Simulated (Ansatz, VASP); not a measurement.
## One calculation of Ge, two programs

INCAR

```
PREC     = Accurate       # precision mode
ENCUT    = 520            # plane-wave cutoff, eV
EDIFF    = 1E-6           # SCF threshold, eV
ISMEAR   = -1             # smearing method
SIGMA    = 0.05           # smearing width, eV
LREAL    = False          # projectors in reciprocal space
LASPH    = True           # aspherical terms in the spheres
NELM     = 100            # most SCF steps
ALGO     = Normal         # electronic algorithm
ISIF     = 2              # what is computed and relaxed
LWAVE    = False          # write WAVECAR
LCHARG   = False          # write CHGCAR
GGA      = PE             # functional
NBANDS   = 13             # bands
```

File KPOINTS:

```
Automatic mesh
0
Gamma
  13 13 13
```

File POSCAR:

```
Ge
1.0
    2.7477632042      0.0000000000      0.0000000000
    0.0000000000      2.7477632042      0.0000000000
    0.0000000000      0.0000000000      2.7477632042
Ge
1
Direct
    0.0000000000      0.0000000000      0.0000000000
```

Input for Ansatz:

```yaml
crystal:
  lattice:
    - [2.7477632042, 0.0, 0.0]
    - [0.0, 2.7477632042, 0.0]
    - [0.0, 0.0, 2.7477632042]
  atoms:
    - { symbol: Ge, position: [0.0, 0.0, 0.0] }
kpoints:
  mp_grid: { grid: [13, 13, 13] }
scf:
  occupations: { method: fermi_dirac, width: 0.05 }
hamiltonian:
  xc: pbe
  pseudopotentials: { kind: all_electron, lapw: { basis_error: 0.00025 } }
output:
  forces: true
  stress: true
  eigenvalues: true
```

Change from the starting cell: volume scaled by 1.04.

Alike in both runs: task single point; functional PBE; k mesh 13 × 13 × 13; occupations fermi-dirac, width 0.05 eV; no spin polarisation.

|  | VASP | Ansatz |
| --- | --- | --- |
| version | VASP 6.6.1 | Ansatz 0.2.0 |
| potentials or method | VASP PAW PBE potentials, release 64 (Ge_d), cutoff 520 eV | all-electron LAPW, scalar-relativistic |

|  | VASP | Ansatz | Ansatz less VASP |
| --- | --- | --- | --- |
| pressure (GPa) | -2.5 | -2.4 | +0.13 |

Ansatz ran all-electron here, and VASP with PAW potentials.
